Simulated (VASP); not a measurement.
# V (Im-3m) in VASP: a series of runs

The runs below take V through single point, with PBE.

All numbers are computed with VASP 6.6.1; they aren't measurements. Logs are shortened: lines on timing, memory, paths and dates and some standing lists are left out, and cuts for length are marked.

### Step 1. The cell of the first run

It takes space group Im-3m (No. 229, cubic). The conventional cell has a = 2.877 Å, b = 2.877 Å, c = 2.877 Å, α = 90.00°, β = 90.00°, γ = 90.00°. Within 3.3 Å of V (site symmetry m-3m) lie 14 V at 2.49 to 2.88 Å.

### Step 2. Single point, PBE (equal strain along all axes, cell held: -4.0 %)

Contents of INCAR:

```
PREC = Accurate ; ENCUT = 520
EDIFF = 1E-7 ; ISMEAR = 0
SIGMA = 0.1 ; LREAL = F
LASPH = T ; NELM = 100
ALGO = Normal ; ISIF = 2
LWAVE = F ; LCHARG = F
GGA = PE ; NBANDS = 20
```

Contents of KPOINTS:

```
regular mesh
0
Gamma
  18 18 18
```

Contents of POSCAR:

```
V
1.0
    2.8772881438      0.0000000000      0.0000000000
    0.0000000000      2.8772881438      0.0000000000
    0.0000000000      0.0000000000      2.8772881438
V
2
Direct
    0.0000000000      0.0000000000      0.0000000000
    0.5000000000      0.5000000000      0.5000000000
```

Potentials or basis: VASP PAW PBE potentials, release 64 (V_sv).

Command:

```bash
> cat potpaw_PBE.64/V_sv/POTCAR > POTCAR
> mpirun -np 1 vasp_std > vasp.out
```

OUTCAR:

```text
PREC = Accurate
   ENCUT = 520
   EDIFF = 1E-7
   ISMEAR = 0
   LREAL = F
   LASPH = T
   NELM = 100
   ISIF = 2
   GGA = PE

 ion  position               nearest neighbor table
   1  0.000  0.000  0.000-   2 2.49   2 2.49   2 2.49   2 2.49   2 2.49   2 2.49   2 2.49   2 2.49

   2  0.500  0.500  0.500-   1 2.49   1 2.49   1 2.49   1 2.49   1 2.49   1 2.49   1 2.49   1 2.49

  LATTYP: Found a simple cubic cell.
 ALAT       =     2.8772881438

  Lattice vectors:

 A1 = (   2.8772881438,   0.0000000000,   0.0000000000)
 A2 = (   0.0000000000,   2.8772881438,   0.0000000000)
 A3 = (   0.0000000000,   0.0000000000,   2.8772881438)

Analysis of symmetry for initial positions (statically):
=====================================================================
 Subroutine PRICEL returns following result:

  LATTYP: Found a body centered cubic cell.
 ALAT       =     2.8772881438

  Lattice vectors:

 A1 = (   1.4386440719,   1.4386440719,  -1.4386440719)
 A2 = (  -1.4386440719,   1.4386440719,   1.4386440719)
 A3 = (   1.4386440719,  -1.4386440719,   1.4386440719)

   2 primitive cells build up your supercell.

 Routine SETGRP: Setting up the symmetry group for a
 simple cubic supercell.

 Subroutine GETGRP returns: Found 48 space group operations
 (whereof 48 operations were pure point group operations)
 out of a pool of 48 trial point group operations.

The static configuration has the point symmetry O_h .

Analysis of symmetry for dynamics (positions and initial velocities):
=====================================================================
 Subroutine PRICEL returns following result:

  LATTYP: Found a body centered cubic cell.
 ALAT       =     2.8772881438

  Lattice vectors:

 A1 = (   1.4386440719,   1.4386440719,  -1.4386440719)
 A2 = (  -1.4386440719,   1.4386440719,   1.4386440719)
 A3 = (   1.4386440719,  -1.4386440719,   1.4386440719)

   2 primitive cells build up your supercell.

 Routine SETGRP: Setting up the symmetry group for a
 simple cubic supercell.

 Subroutine GETGRP returns: Found 48 space group operations
 (whereof 48 operations were pure point group operations)
 out of a pool of 48 trial point group operations.

The dynamic configuration has the point symmetry O_h .

 Subroutine INISYM returns: Found 48 space group operations
 (whereof 48 operations are pure point group operations),
 and found     2 'primitive' translations

----------------------------------------------------------------------------------------

                                     Primitive cell

  volume of cell :      11.9102

  direct lattice vectors                    reciprocal lattice vectors
     1.438644072  1.438644072 -1.438644072     0.347549481  0.347549481  0.000000000
    -1.438644072  1.438644072  1.438644072    -0.000000000  0.347549481  0.347549481
     1.438644072 -1.438644072  1.438644072     0.347549481  0.000000000  0.347549481

  length of vectors
     2.491804627  2.491804627  2.491804627     0.491509189  0.491509189  0.491509189

  position of ions in fractional coordinates (direct lattice)
     0.000000000  0.000000000  0.000000000

  ion indices of the primitive-cell ions
   primitive index   ion index
                 1           1

----------------------------------------------------------------------------------------

 KPOINTS: regular mesh

Automatic generation of k-mesh.
 Grid dimensions read from file:
 generate k-points for:   18   18   18

 Generating k-lattice:

  Cartesian coordinates                     Fractional coordinates (reciprocal lattice)
     0.019308304  0.000000000  0.000000000     0.055555556  0.000000000  0.000000000
     0.000000000  0.019308304  0.000000000     0.000000000  0.055555556  0.000000000
     0.000000000  0.000000000  0.019308304     0.000000000  0.000000000  0.055555556

  Length of vectors
     0.019308304  0.019308304  0.019308304

  Shift w.r.t. Gamma in fractional coordinates (k-lattice)
     0.000000000  0.000000000  0.000000000

 Subroutine IBZKPT returns following result:
 ===========================================

 Found    220 irreducible k-points:

 Following reciprocal coordinates:
            Coordinates               Weight
  0.000000  0.000000  0.000000      1.000000
  0.055556  0.000000  0.000000      6.000000
  0.111111  0.000000  0.000000      6.000000
  0.166667  0.000000  0.000000      6.000000
  0.222222  0.000000  0.000000      6.000000
  0.277778  0.000000  0.000000      6.000000
[... 16 lines left out ...]
  0.277778  0.111111  0.000000     24.000000
  0.333333  0.111111  0.000000     24.000000
 [... further k-points ...]
   k-points           NKPTS =    220   k-points in BZ     NKDIM =    220   number of bands    NBANDS=     20
   number of dos      NEDOS =    301   number of ions     NIONS =      2
   total plane-waves  NPLWV =  13824
   dimension x,y,z NGX =    24 NGY =   24 NGZ =   24
   dimension x,y,z NGXF=    48 NGYF=   48 NGZF=   48
   ions per type =               2
   NGX,Y,Z   is equivalent  to a cutoff of  13.87, 13.87, 13.87 a.u.
   NGXF,Y,Z  is equivalent  to a cutoff of  27.73, 27.73, 27.73 a.u.
 SYSTEM =  unknown system
   PREC   = accura    normal or accurate (medium, high low for compatibility)
   ISTART =      0    job   : 0-new  1-cont  2-samecut
   ICHARG =      2    charge: 1-file 2-atom 10-const
   ISPIN  =      1    spin polarized calculation?
   LNONCOLLINEAR =      F non collinear calculations
   LSORBIT =      F    spin-orbit coupling
   LASPH  =      T    aspherical Exc in radial PAW
   ENCUT  =  520.0 eV  38.22 Ry    6.18 a.u.   5.35  5.35  5.35*2*pi/ulx,y,z
   NELM   =    100;   NELMIN=  2; NELMDL= -5     # of ELM steps
   EDIFF  = 0.1E-06   stopping-criterion for ELM
   LREAL  =      F    real-space projection
   EDIFFG = 0.1E-05   stopping-criterion for IOM
   NSW    =      0    number of steps for IOM
   IBRION =     -1    ionic relax: 0-MD 1-quasi-New 2-CG
   NFREE  =      0    steps in history (QN), initial steepest desc. (CG)
   ISIF   =      2    stress and relaxation
   ISYM   =      2    0-nonsym 1-usesym 2-fastsym
   POTIM  = 0.5000    time-step for ionic-motion
   TEBEG  =    0.0;   TEEND  =   0.0 temperature during run
   PSTRESS=    0.0 pullay stress
   NELECT =      26.0000    total number of electrons
   NUPDOWN=      -1.0000    fix difference up-down
   EMIN   =  10.00;   EMAX   =-10.00  energy-range for DOS
   EFERMI =   0.00;   METHOD = LEGACY
   ISMEAR =     0;   SIGMA  =   0.10  broadening in eV -4-tet -1-fermi 0-gaus
   EFERMI_NEDOS =   21; number of points for ismear=-14 and -15
   IALGO  =     38    algorithm
   IMIX   =      4    mixing-type and parameters
     AMIX     =   0.40;   BMIX     =  1.00
     AMIX_MAG =   1.60;   BMIX_MAG =  1.00
  volume/ion in A,a.u.               =      11.91        80.37
  Fermi-wavevector in a.u.,A,eV,Ry     =   1.685580  3.185284 38.656580  2.841178
  Thomas-Fermi vector in A             =   2.768398
   LORBIT       =      0    0 simple, 1 ext, 2 COOP (PROOUT), +10 PAW based schemes
   GGA     = PE    functional components
   LHFCALC =     F    Hartree Fock is set to
   AEXX    =    0.0000 exact exchange contribution
   IVDW    =     0    specifies the selected vdW correction
   LEPSILON=     F    determine dielectric tensor
   LRPA    =     F    only Hartree local field effects (RPA)
 non-spin polarized calculation
 Gauss-broadening in eV      SIGMA  =   0.10
  energy-cutoff  :      520.00
  volume of cell :       23.82
 maximum number of plane-waves:       657
 NGX is ok and might be reduce to    24
   NGX = 11   NGY = 11   NGZ = 11

 number of electron      25.9999990 magnetization

 Free energy of the ion-electron system (eV)
  ---------------------------------------------------
  ext. energy  EPLUGINS =         0.00000000
  ---------------------------------------------------
  free energy    TOTEN  =       -17.73932520 eV

  energy without entropy =      -17.72316431  energy(sigma->0) =      -17.73124476

 E-fermi :  11.3317     XC(G=0): -13.5858

 val. band max:       11.3232272667   @ k =   0.4444   0.3889   0.2222
 cond. band min:      11.3322546399   @ k =   0.3889   0.2222   0.0556
 fundamental gap:      0.0090273731
 Fermi energy:        11.3316601654

 k-point     1 :       0.0000    0.0000    0.0000
  band No.  band energies     occupation
      1     -52.2699      2.00000
      2     -51.7367      2.00000
      3     -26.2082      2.00000
      4     -26.2082      2.00000
      5     -26.2082      2.00000
      6     -25.3270      2.00000
[... 12 lines left out ...]
     19      15.6734      0.00000
     20      22.7772      0.00000

 k-point     2 :       0.0556    0.0000    0.0000
  band No.  band energies     occupation
      1     -52.2652      2.00000
      2     -51.7400      2.00000
      3     -26.2095      2.00000
      4     -26.2011      2.00000
      5     -26.2011      2.00000
      6     -25.3420      2.00000
[... 12 lines left out ...]
     19      15.6387      0.00000
     20      22.4935      0.00000

 k-point     3 :       0.1111    0.0000    0.0000
  band No.  band energies     occupation
      1     -52.2512      2.00000
      2     -51.7499      2.00000
      3     -26.2125      2.00000
      4     -26.1803      2.00000
      5     -26.1803      2.00000
      6     -25.3859      2.00000
[... 12 lines left out ...]
     19      15.5364      0.00000
     20      21.7529      0.00000

 k-point     4 :       0.1667    0.0000    0.0000
  band No.  band energies     occupation
      1     -52.2285      2.00000
      2     -51.7663      2.00000
      3     -26.2150      2.00000
      4     -26.1462      2.00000
      5     -26.1462      2.00000
      6     -25.4549      2.00000
[... 12 lines left out ...]
     19      15.3710      0.00000
     20      20.7602      0.00000

 k-point     5 :       0.2222    0.0000    0.0000
  band No.  band energies     occupation
      1     -52.1981      2.00000
      2     -51.7889      2.00000
      3     -26.2138      2.00000
      4     -26.1001      2.00000
      5     -26.1001      2.00000
      6     -25.5433      2.00000
[... 12 lines left out ...]
     19      15.1500      0.00000
     20      19.6757      0.00000
[... 353 lines left out ...]
      6     -25.5743      2.00000
[... 12 lines left out ...]
     19      15.6995      0.00000
     20      21.1805      0.00000

 k-point    22 :       0.2222    0.1111    0.0000
  band No.  band energies     occupation
      1     -52.1828      2.00000
      2     -51.7981      2.00000
      3     -26.2969      2.00000
      4     -26.0777      2.00000
      5     -26.0034      2.00000
      6     -25.6730      2.00000
[... 12 lines left out ...]
     19      15.5756      0.00000
     20      20.0808      0.00000

 k-point    23 :       0.2778    0.1111    0.0000
  band No.  band energies     occupation
      1     -52.1478      2.00000
      2     -51.8247      2.00000
      3     -26.3008      2.00000
      4     -26.0241      2.00000
      5     -25.9399      2.00000
      6     -25.7792      2.00000
[... 12 lines left out ...]
     19      15.3748      0.00000
     20      18.9643      0.00000

 k-point    24 :       0.3333    0.1111    0.0000
  band No.  band energies     occupation
      1     -52.1080      2.00000
      2     -51.8565      2.00000
      3     -26.2913      2.00000
      4     -25.9626      2.00000
      5     -25.8869      2.00000
      6     -25.8711      2.00000
[... 12 lines left out ...]
     19      15.1167      0.00000
     20      17.9137      0.00000

 [... further k-points ...]
[... 5 lines left out ...]
  --------------------------------------------------------------------------------------
  -------------------------------------------------------------------------------------
  Total        4.2249758      4.2249758      4.2249758      0.0000000      0.0000000      0.0000000
  in kB      284.1742601    284.1742601    284.1742601      0.0000000      0.0000000      0.0000000
  external PRESSURE =     284.1742601 kB  Pullay stress =       0.0000000 kB

 VOLUME and BASIS-vectors are now :
 -----------------------------------------------------------------------------
  energy-cutoff  :      520.00
  volume of cell :       23.82
      direct lattice vectors                 reciprocal lattice vectors
     2.877288144  0.000000000  0.000000000     0.347549481  0.000000000  0.000000000
     0.000000000  2.877288144  0.000000000     0.000000000  0.347549481  0.000000000
     0.000000000  0.000000000  2.877288144     0.000000000  0.000000000  0.347549481

 POSITION                                       TOTAL-FORCE (eV/Angst)
 -----------------------------------------------------------------------------------
      0.00000      0.00000      0.00000         0.000000      0.000000      0.000000
      1.43864      1.43864      1.43864        -0.000000     -0.000000     -0.000000
 -----------------------------------------------------------------------------------
    total drift:                                0.000000      0.000000     -0.000000

  FREE ENERGIE OF THE ION-ELECTRON SYSTEM (eV)
  ---------------------------------------------------
  free  energy   TOTEN  =       -17.7393251994 eV

  energy  without entropy=      -17.7231643145  energy(sigma->0) =      -17.73124476
```

Wall time 46 s (1 thread of AMD EPYC 9R45 (Zen 5), shared host); peak memory 0.17 GiB.

What came out:

- Free energy: -17.7393 eV
- Pressure: 28.4 GPa
- Band gap on the k mesh: zero (band 13 reaches 13.48 eV, above the bottom of band 14 at 10.09 eV)

Levels at points of the mesh, in eV from the Fermi level:
```csv
k point,band 9,band 10,band 11,band 12,band 13,band 14,band 15,band 16,band 17,band 18
"(0.00, 0.00, 0.00)",-6.82,-3.62,-3.62,0.42,0.42,0.42,2.76,2.76,4.34,4.34
"(0.50, 0.00, 0.00)",-2.93,-2.93,-0.82,-0.82,0.95,0.95,0.95,0.95,2.24,2.24
"(0.50, 0.50, 0.00)",-3.63,-3.63,-1.40,-1.40,2.15,2.15,2.80,2.80,3.22,3.22
"(0.50, 0.50, 0.50)",-1.24,-1.24,-1.24,-1.24,-1.24,-1.24,3.30,3.30,3.30,3.30
```

Caveat: the cell differs from its parent crystal (equal strain along all axes, cell held: -4.0 %).

### Step 3. Single point, PBE (equal strain along all axes, cell held: -2.0 %)

Contents of INCAR:

```
  PREC = Accurate
  ENCUT = 520
  EDIFF = 1E-7
  ISMEAR = 0
  SIGMA = 0.1
  LREAL = F
  LASPH = T
  NELM = 60
  ALGO = Normal
  ISIF = 2
  LWAVE = F
  LCHARG = F
  GGA = PE
  NBANDS = 20
```

Contents of KPOINTS:

```
Automatic mesh
0
Gamma
  18 18 18
```

Contents of POSCAR:

```
V
1.0
    2.9372316468      0.0000000000      0.0000000000
    0.0000000000      2.9372316468      0.0000000000
    0.0000000000      0.0000000000      2.9372316468
V
2
Direct
    0.0000000000      0.0000000000      0.0000000000
    0.5000000000      0.5000000000      0.5000000000
```

Potentials or basis: VASP PAW PBE potentials, release 64 (V_sv).

Command:

```bash
> cat potpaw_PBE.64/V_sv/POTCAR > POTCAR
> mpirun -np 1 vasp_std > vasp.out
```

Run time: 45 s. Hardware: 1 thread of AMD EPYC 9R45 (Zen 5), shared host; peak memory 0.17 GiB.

Results (log left out):

* Free energy: -17.9315 eV
* Pressure: 12.7 GPa
* Band gap on the k mesh: zero (band 13 reaches 12.37 eV, above the bottom of band 14 at 9.31 eV)

Levels at points of the mesh, in eV from the Fermi level:
```tsv
k point	band 9	band 10	band 11	band 12	band 13	band 14	band 15	band 16	band 17	band 18
(0.00, 0.00, 0.00)	-6.71	-3.29	-3.29	0.42	0.42	0.42	2.59	2.59	4.02	4.02
(0.50, 0.00, 0.00)	-2.93	-2.93	-0.68	-0.68	0.90	0.90	0.90	0.90	2.10	2.10
(0.50, 0.50, 0.00)	-3.39	-3.39	-1.25	-1.25	1.88	1.88	2.61	2.61	2.99	2.99
(0.50, 0.50, 0.50)	-1.18	-1.18	-1.18	-1.18	-1.18	-1.18	3.07	3.07	3.07	3.07
```

Caveat: the cell differs from its parent crystal (equal strain along all axes, cell held: -2.0 %).

### Step 4. Single point, PBE (equal strain along all axes, cell held: +2.0 %)

Contents of INCAR:

```
  PREC = Accurate
  ENCUT = 520
  EDIFF = 1E-7
  ISMEAR = 0
  SIGMA = 0.1
  LREAL = False
  LASPH = True
  NELM = 60
  ALGO = Fast
  ISIF = 2
  LWAVE = False
  LCHARG = False
  GGA = PE
  NBANDS = 20
```

Contents of KPOINTS:

```
regular mesh
0
Gamma
  18 18 18
```

Contents of POSCAR:

```
V
1.0
    3.0571186527      0.0000000000      0.0000000000
    0.0000000000      3.0571186527      0.0000000000
    0.0000000000      0.0000000000      3.0571186527
V
2
Direct
    0.0000000000      0.0000000000      0.0000000000
    0.5000000000      0.5000000000      0.5000000000
```

Command:

```bash
> cat potpaw_PBE.64/V_sv/POTCAR > POTCAR
> mpirun -np 1 vasp_std > vasp.out
```

Run time: 61 s. Hardware: 1 thread of AMD EPYC 9R45 (Zen 5), shared host; peak memory 0.18 GiB.

The run converged. Its results:

```yaml
Free_energy: -17.9427 eV
Pressure: -9.6 GPa
Band_gap_on_the_k_mesh: zero (band 13 reaches 10.44 eV, above the bottom of band 14 at 7.93 eV)
```

Levels at points of the mesh, in eV from the Fermi level:
| k point | band 9 | band 10 | band 11 | band 12 | band 13 | band 14 | band 15 | band 16 | band 17 | band 18 |
| --- | --- | --- | --- | --- | --- | --- | --- | --- | --- | --- |
| (0.00, 0.00, 0.00) | -6.45 | -2.73 | -2.73 | 0.40 | 0.40 | 0.40 | 2.26 | 2.26 | 3.44 | 3.44 |
| (0.50, 0.00, 0.00) | -2.87 | -2.87 | -0.47 | -0.47 | 0.79 | 0.79 | 0.79 | 0.79 | 1.83 | 1.83 |
| (0.50, 0.50, 0.00) | -2.98 | -2.98 | -1.02 | -1.02 | 1.45 | 1.45 | 2.25 | 2.25 | 2.58 | 2.58 |
| (0.50, 0.50, 0.50) | -1.06 | -1.06 | -1.06 | -1.06 | -1.06 | -1.06 | 2.64 | 2.64 | 2.64 | 2.64 |

Caveat: the cell differs from its parent crystal (equal strain along all axes, cell held: +2.0 %).

### Step 5. Overview

```tsv
cell	gap on the mesh (eV)	pressure (GPa)
a = 2.877 Å, 2 atoms	none	28.4
a = 2.937 Å, 2 atoms	none	12.7
a = 3.057 Å, 2 atoms	none	-9.6
```

Alike in all rows: task single point; level PBE; potentials or basis VASP PAW PBE potentials, release 64 (V_sv); no spin polarisation; k mesh 18 × 18 × 18; cutoff (eV) 520; smearing gaussian 0.1 eV.

Total energies depend on the potentials used, so only differences within one code and one set of settings carry meaning.
